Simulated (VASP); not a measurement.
# AlAs2 (I4/mmm) in VASP: further runs

The runs below take AlAs2 through relaxation of cell and atoms, single point, with PBE.

Program: VASP 6.6.1. These are calculated values, not measurements. Logs are shortened: lines on timing, memory, paths and dates and some standing lists are left out, and cuts for length are marked.

## (1) The cell of the first run

Symmetry: I4/mmm, No. 139, tetragonal system. The conventional cell has a = 3.366 Å, b = 3.366 Å, c = 10.951 Å, α = 90.00°, β = 90.00°, γ = 90.00°. Al (site symmetry 4/mmm) has 10 As at 2.96 to 3.72 Å and 4 Al at 3.37 Å within 3.9 Å. As (site symmetry 4mm) has 5 Al at 2.96 to 3.72 Å and 9 As at 3.09 to 3.50 Å within 3.9 Å.

## (2) Relaxation of cell and atoms, PBE

The input, INCAR:

```
SYSTEM = AlAs2
ALGO = Normal ; EDIFF = 1E-6
EDIFFG = -0.04 ; ENCUT = 600
GGA = PE ; IBRION = 2
ISIF = 3 ; ISMEAR = 0
LASPH = .True. ; LCHARG = .False.
LREAL = .False. ; LWAVE = .False.
NELM = 80 ; NSW = 90
PREC = Accurate ; SIGMA = 0.1
```

The input, KPOINTS:

```
k-points
0
Gamma
  8 8 8
  0 0 0
```

The input, POSCAR:

```
AlAs2
1.0
   -1.6827824994      1.6827824994      5.4753059060
    1.6827824994     -1.6827824994      5.4753059060
    1.6827824994      1.6827824994     -5.4753059060
Al As
1 2
Direct
    0.0000000000      0.0000000000      0.0000000000
    0.3400000000      0.3400000000      0.0000000000
    0.6600000000      0.6600000000      0.0000000000
```

Potentials or basis: VASP PAW PBE potentials, release 64 (Al, As).

Launch:

```
cat potpaw_PBE.64/Al/POTCAR potpaw_PBE.64/As/POTCAR > POTCAR
mpirun -np 1 vasp_std > vasp.out
```

OUTCAR:

```text
SYSTEM = AlAs2
   EDIFF = 1E-6
   EDIFFG = -0.04
   ENCUT = 600
   GGA = PE
   IBRION = 2
   ISIF = 3
   ISMEAR = 0
   LASPH = .True.
   LREAL = .False.
   NELM = 80
   NSW = 90
   PREC = Accurate

 ion  position               nearest neighbor table
   1  0.000  0.000  0.000-   3 2.96   3 2.96   3 2.96   2 2.96   3 2.96   2 2.96   2 2.96   2 2.96

   2  0.340  0.340  0.000-   1 2.96   1 2.96   1 2.96   1 2.96
   3  0.660  0.660  0.000-   1 2.96   1 2.96   1 2.96   1 2.96

  LATTYP: Found a body centered tetragonal cell.
 ALAT       =     3.3655649988
 C/A-ratio  =     3.2537216830

  Lattice vectors:

 A1 = (  -1.6827824994,   1.6827824994,   5.4753059060)
 A2 = (   1.6827824994,  -1.6827824994,   5.4753059060)
 A3 = (   1.6827824994,   1.6827824994,  -5.4753059060)

Analysis of symmetry for initial positions (statically):
=====================================================================
 Subroutine PRICEL returns:
 Original cell was already a primitive cell.

 Routine SETGRP: Setting up the symmetry group for a
 body centered tetragonal supercell.

 Subroutine GETGRP returns: Found 16 space group operations
 (whereof 16 operations were pure point group operations)
 out of a pool of 16 trial point group operations.

The static configuration has the point symmetry D_4h.

Analysis of symmetry for dynamics (positions and initial velocities):
=====================================================================
 Subroutine PRICEL returns:
 Original cell was already a primitive cell.

 Routine SETGRP: Setting up the symmetry group for a
 body centered tetragonal supercell.

 Subroutine GETGRP returns: Found 16 space group operations
 (whereof 16 operations were pure point group operations)
 out of a pool of 16 trial point group operations.

The dynamic configuration has the point symmetry D_4h.

 Subroutine INISYM returns: Found 16 space group operations
 (whereof 16 operations are pure point group operations),
 and found     1 'primitive' translations

----------------------------------------------------------------------------------------

                                     Primitive cell

  volume of cell :      62.0189

  direct lattice vectors                    reciprocal lattice vectors
    -1.682782499  1.682782499  5.475305906     0.000000000  0.297126931  0.091319099
     1.682782499 -1.682782499  5.475305906     0.297126931  0.000000000  0.091319099
     1.682782499  1.682782499 -5.475305906     0.297126931  0.297126931  0.000000000

  length of vectors
     5.970133051  5.970133051  5.970133051     0.310843355  0.310843355  0.420200936

  position of ions in fractional coordinates (direct lattice)
     0.000000000  0.000000000  0.000000000
     0.340000000  0.340000000  0.000000000
     0.660000000  0.660000000  0.000000000

  ion indices of the primitive-cell ions
   primitive index   ion index
                 1           1
                 2           2
                 3           3

----------------------------------------------------------------------------------------

 KPOINTS: k-points

Automatic generation of k-mesh.
 Grid dimensions read from file:
 generate k-points for:    8    8    8

 Generating k-lattice:

  Cartesian coordinates                     Fractional coordinates (reciprocal lattice)
     0.000000000  0.037140866  0.011414887     0.125000000  0.000000000  0.000000000
     0.037140866  0.000000000  0.011414887     0.000000000  0.125000000  0.000000000
     0.037140866  0.037140866  0.000000000     0.000000000  0.000000000  0.125000000

  Length of vectors
     0.038855419  0.038855419  0.052525117

  Shift w.r.t. Gamma in fractional coordinates (k-lattice)
     0.000000000  0.000000000  0.000000000

 Subroutine IBZKPT returns following result:
 ===========================================

 Found     59 irreducible k-points:

 Following reciprocal coordinates:
            Coordinates               Weight
  0.000000  0.000000  0.000000      1.000000
  0.125000  0.000000  0.000000      8.000000
  0.250000  0.000000  0.000000      8.000000
  0.375000 -0.000000  0.000000      8.000000
  0.500000  0.000000  0.000000      4.000000
  0.125000  0.125000  0.000000      8.000000
[... 16 lines left out ...]
  0.250000  0.125000  0.125000     16.000000
  0.375000  0.125000  0.125000      8.000000
 [... further k-points ...]
   k-points           NKPTS =     59   k-points in BZ     NKDIM =     59   number of bands    NBANDS=     10
   number of dos      NEDOS =    301   number of ions     NIONS =      3
   total plane-waves  NPLWV = 110592
   dimension x,y,z NGX =    48 NGY =   48 NGZ =   48
   dimension x,y,z NGXF=    96 NGYF=   96 NGZF=   96
   ions per type =               1   2
   NGX,Y,Z   is equivalent  to a cutoff of  13.37, 13.37, 13.37 a.u.
   NGXF,Y,Z  is equivalent  to a cutoff of  26.73, 26.73, 26.73 a.u.
 SYSTEM =  AlAs2
   PREC   = accura    normal or accurate (medium, high low for compatibility)
   ISTART =      0    job   : 0-new  1-cont  2-samecut
   ICHARG =      2    charge: 1-file 2-atom 10-const
   ISPIN  =      1    spin polarized calculation?
   LNONCOLLINEAR =      F non collinear calculations
   LSORBIT =      F    spin-orbit coupling
   LASPH  =      T    aspherical Exc in radial PAW
   ENCUT  =  600.0 eV  44.10 Ry    6.64 a.u.  11.92 11.92 11.92*2*pi/ulx,y,z
   NELM   =     80;   NELMIN=  2; NELMDL= -5     # of ELM steps
   EDIFF  = 0.1E-05   stopping-criterion for ELM
   LREAL  =      F    real-space projection
   EDIFFG = -.4E-01   stopping-criterion for IOM
   NSW    =     90    number of steps for IOM
   IBRION =      2    ionic relax: 0-MD 1-quasi-New 2-CG
   NFREE  =      1    steps in history (QN), initial steepest desc. (CG)
   ISIF   =      3    stress and relaxation
   ISYM   =      2    0-nonsym 1-usesym 2-fastsym
   POTIM  = 0.5000    time-step for ionic-motion
   TEBEG  =    0.0;   TEEND  =   0.0 temperature during run
   PSTRESS=    0.0 pullay stress
   NELECT =      13.0000    total number of electrons
   NUPDOWN=      -1.0000    fix difference up-down
   EMIN   =  10.00;   EMAX   =-10.00  energy-range for DOS
   EFERMI =   0.00;   METHOD = LEGACY
   ISMEAR =     0;   SIGMA  =   0.10  broadening in eV -4-tet -1-fermi 0-gaus
   EFERMI_NEDOS =   21; number of points for ismear=-14 and -15
   IALGO  =     38    algorithm
   IMIX   =      4    mixing-type and parameters
     AMIX     =   0.40;   BMIX     =  1.00
     AMIX_MAG =   1.60;   BMIX_MAG =  1.00
  volume/ion in A,a.u.               =      20.67       139.51
  Fermi-wavevector in a.u.,A,eV,Ry     =   0.972481  1.837723 12.867294  0.945719
  Thomas-Fermi vector in A             =   2.102783
   LORBIT       =      0    0 simple, 1 ext, 2 COOP (PROOUT), +10 PAW based schemes
   GGA     = PE    functional components
   LHFCALC =     F    Hartree Fock is set to
   AEXX    =    0.0000 exact exchange contribution
   IVDW    =     0    specifies the selected vdW correction
   LEPSILON=     F    determine dielectric tensor
   LRPA    =     F    only Hartree local field effects (RPA)
 conjugate gradient relaxation of ions
 non-spin polarized calculation
 Gauss-broadening in eV      SIGMA  =   0.10
  energy-cutoff  :      600.00
  volume of cell :       62.02
 maximum number of plane-waves:      2090
   NGX = 23   NGY = 23   NGZ = 23

--------------------------------------- Ionic step        1  -------------------------------------------

 number of electron      13.0000000 magnetization

 Free energy of the ion-electron system (eV)
  ---------------------------------------------------
  ext. energy  EPLUGINS =         0.00000000
  ---------------------------------------------------
  free energy    TOTEN  =       -12.19568276 eV

  energy without entropy =      -12.18697684  energy(sigma->0) =      -12.19132980

------------------------ aborting loop because EDIFF is reached ----------------------------------------

  FORCE on cell =-STRESS in cart. coord.  units (eV):
  Direction    XX          YY          ZZ          XY          YZ          ZX
  --------------------------------------------------------------------------------------
  -------------------------------------------------------------------------------------
  Total       -3.0393335     -3.0393335     -2.7854791      0.0000000      0.0000000      0.0000000
  in kB      -78.5171612    -78.5171612    -71.9591692      0.0000000      0.0000000      0.0000000
  external PRESSURE =     -76.3311639 kB  Pullay stress =       0.0000000 kB
[... 92 lines left out ...]
  FREE ENERGIE OF THE ION-ELECTRON SYSTEM (eV)
  ---------------------------------------------------
  free  energy   TOTEN  =       -12.4052620252 eV

  energy  without entropy=      -12.3955105130  energy(sigma->0) =      -12.40038627

 E-fermi :   5.9700     XC(G=0): -10.0166

 val. band max:        5.9035737319   @ k =  -0.3750   0.5000   0.3750
 cond. band min:       5.9847238484   @ k =   0.1250   0.1250   0.0000
 fundamental gap:      0.0811501165
 Fermi energy:         5.9699539790

 k-point     1 :       0.0000    0.0000    0.0000
  band No.  band energies     occupation
      1      -8.3334      2.00000
      2      -4.3409      2.00000
      3       0.0005      2.00000
      4       4.8437      2.00000
      5       4.8437      2.00000
      6       6.5637      0.00000
      7       6.8866      0.00000
      8       6.8866      0.00000
      9       7.9190      0.00000
     10       9.3623      0.00000
[... 287 lines left out ...]
 k-point    24 :       0.3750    0.1250    0.1250
  band No.  band energies     occupation
      1      -6.0585      2.00000
      2      -3.2260      2.00000
      3      -1.0851      2.00000
      4       1.7321      2.00000
      5       2.4374      2.00000
      6       3.8262      2.00000
      7       5.2822      2.00000
      8       6.0612      0.19709
      9       7.4659      0.00000
     10       9.5447      0.00000

 [... further k-points ...]

[... ionic steps 4 to 23 ...]

--------------------------------------- Ionic step       24  -------------------------------------------

 number of electron      13.0000000 magnetization

------------------------ aborting loop because EDIFF is reached ----------------------------------------

  FORCE on cell =-STRESS in cart. coord.  units (eV):
  Direction    XX          YY          ZZ          XY          YZ          ZX
  --------------------------------------------------------------------------------------
  -------------------------------------------------------------------------------------
  Total       -0.3566257     -0.3566257     -0.0646752      0.0000000     -0.0000000      0.0000000
  in kB       -8.9771755     -8.9771755     -1.6280382      0.0000000     -0.0000000      0.0000000
  external PRESSURE =      -6.5274631 kB  Pullay stress =       0.0000000 kB
[... 59 lines left out ...]
  energy  without entropy=      -12.9051645795  energy(sigma->0) =      -12.90724740

--------------------------------------- Ionic step       26  -------------------------------------------

 number of electron      13.0000000 magnetization

 Free energy of the ion-electron system (eV)
  ---------------------------------------------------
  ext. energy  EPLUGINS =         0.00000000
  ---------------------------------------------------
  free energy    TOTEN  =       -12.91015786 eV

  energy without entropy =      -12.90593401  energy(sigma->0) =      -12.90804593

 E-fermi :   5.2383     XC(G=0):  -9.7444

 val. band max:        5.2352850775   @ k =   0.5000   0.2500  -0.0000
 cond. band min:       5.2518720856   @ k =   0.0000   0.0000   0.0000
 fundamental gap:      0.0165870081
 Fermi energy:         5.2382573619

 k-point     1 :       0.0000    0.0000    0.0000
  band No.  band energies     occupation
      1      -8.6842      2.00000
      2      -4.5662      2.00000
      3      -0.1039      2.00000
      4       3.9499      2.00000
      5       3.9499      2.00000
      6       5.2519      0.84732
      7       6.2860      0.00000
      8       6.2860      0.00000
      9       7.3581      0.00000
     10       8.7203      0.00000
[... 329 lines left out ...]
  FREE ENERGIE OF THE ION-ELECTRON SYSTEM (eV)
  ---------------------------------------------------
  free  energy   TOTEN  =       -12.9101578560 eV

  energy  without entropy=      -12.9059340057  energy(sigma->0) =      -12.90804593

 reached required accuracy - stopping structural energy minimisation
```

Wall time 11 min (1 thread of AMD EPYC 9R45 (Zen 5), shared host); peak memory 0.35 GiB.

What came out:

```
Free energy                           : -12.9102 eV
Relaxed volume                        : 21.04 Å³/atom
Relaxed cell                          : a = 5.823 Å, b = 5.823 Å, c = 5.823 Å, α = 145.47°, β = 145.47°, γ = 49.63°
Space group after relaxing (to 0.1 Å) : I4/mmm (No. 139)
Energy gained by relaxing             : 238.2 meV/atom
Ionic steps                           : 26
Pressure after relaxing               : 0.0 GPa
Largest force after relaxing          : 0.031 eV/Å
Band gap on the k mesh                : zero (an odd number of electrons rules out a gap without spin polarisation)
```

Forces on the atoms (eV/Å):
```
Al   0.000  0.000  0.000
As   0.000  0.000  0.031
As   0.000  0.000 -0.031
```

The path:
| step | energy change (eV) | largest force (eV/Å) | pressure (GPa) | volume (Å³) |
| --- | --- | --- | --- | --- |
| 1 | 0.0000 | 0.3160 | -7.63 | 62.02 |
| 2 | -0.2064 | 0.3636 | 1.49 | 53.59 |
| 3 | -0.2096 | 0.3674 | 0.27 | 54.39 |
| 4 | -0.2233 | 0.4032 | 0.39 | 54.36 |
| 5 | -0.2693 | 0.4186 | 1.00 | 54.25 |
| 6 | -0.3400 | 0.2532 | 3.54 | 54.04 |
| 7 | -0.3070 | 0.7588 | 14.05 | 53.62 |
| 8 | -0.3608 | 0.2154 | 5.27 | 53.94 |
| 9 | -0.3850 | 0.0258 | 9.03 | 53.78 |
| 10 | -0.3861 | 0.0338 | 9.10 | 53.80 |
| 11 | -0.3893 | 0.0635 | 9.24 | 53.84 |
| 12 | -0.3946 | 0.1559 | 9.56 | 53.93 |
| 13 | -0.3979 | 0.3779 | 10.26 | 54.10 |
| 14 | -0.4060 | 0.3636 | 10.06 | 54.22 |
| 15 | -0.4295 | 0.3124 | 9.43 | 54.56 |
| 16 | -0.4739 | 0.1918 | 8.25 | 55.26 |
| 17 | -0.5518 | 0.0305 | 6.06 | 56.68 |
| 18 | -0.6554 | 0.1811 | 2.41 | 59.58 |
| 19 | -0.6912 | 0.3796 | -2.65 | 65.64 |
| 20 | -0.7041 | 0.3981 | -1.04 | 63.34 |
| 21 | -0.7042 | 0.3986 | -1.19 | 63.54 |
| 22 | -0.7094 | 0.2844 | -0.99 | 63.58 |
| 23 | -0.7126 | 0.0991 | -0.67 | 63.64 |
| 24 | -0.7126 | 0.0862 | -0.65 | 63.65 |
| 25 | -0.7136 | 0.0647 | -0.41 | 63.44 |
| 26 | -0.7145 | 0.0308 | -0.04 | 63.13 |

Final structure:
```yaml
crystal:
  lattice:
    - [-1.72807, 1.72807, 5.28517]
    - [1.72807, -1.72807, 5.28517]
    - [1.72807, 1.72807, -5.28517]
  atoms:
    - { symbol: Al, position: [0.00000, 0.00000, 0.00000] }
    - { symbol: As, position: [0.38196, 0.38196, 0.00000] }
    - { symbol: As, position: [0.61804, 0.61804, 0.00000] }
```

(Continued in part 2 of 2.)
